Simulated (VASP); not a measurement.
TiAl: single point with PBEsol

TiAl:

```
Ti Al
1.0
     2.80908    0.00000    0.00000
    -1.40454    2.43274    0.00000
     0.00000    0.00000    4.55679
Ti Al
1 1
Direct
  0.00000 0.00000 0.00000
  0.33333 0.66667 0.50000
```

| Property | Result |
| --- | --- |
| Program | VASP 6.6.1 |
| Task | single point |
| Functional | PBEsol |
| Potentials or basis | VASP PAW PBE potentials, release 64 (Ti_sv, Al) |
| Cutoff | 520 eV |
| k mesh | 21 × 21 × 12 |
| Occupations | gaussian, width 0.15 eV |
| Spin | collinear spin, ferromagnetic start |
| Starting moments | [0.125, 0.0] μB |
| Fixed moment | 0.125 μB |
| Dipole correction | no |
| Further INCAR settings | ALGO = Normal; EDIFF = 1e-06; NBANDS = 18 |

```json
{"Pressure": "5.0 GPa", "Net moment": "0.12 μB per cell", "Site moments": "Ti +0.07; Al +0.00 μB", "Valence electrons inside the program's atomic spheres": "Ti 10.34; Al 0.83"}
```

Stress tensor (GPa, compression positive):
```
4.73 0.00 0.00
0.00 4.73 0.00
0.00 0.00 5.52
```

Run time: 3.5 min on 1 thread of Intel Xeon 6975P-C, on a shared host, peak memory 0.39 GiB.

Caveat: the PAW data sets were made with another functional, which shifts forces and pressure a little; the total moment is fixed, so each spin has its own Fermi level.
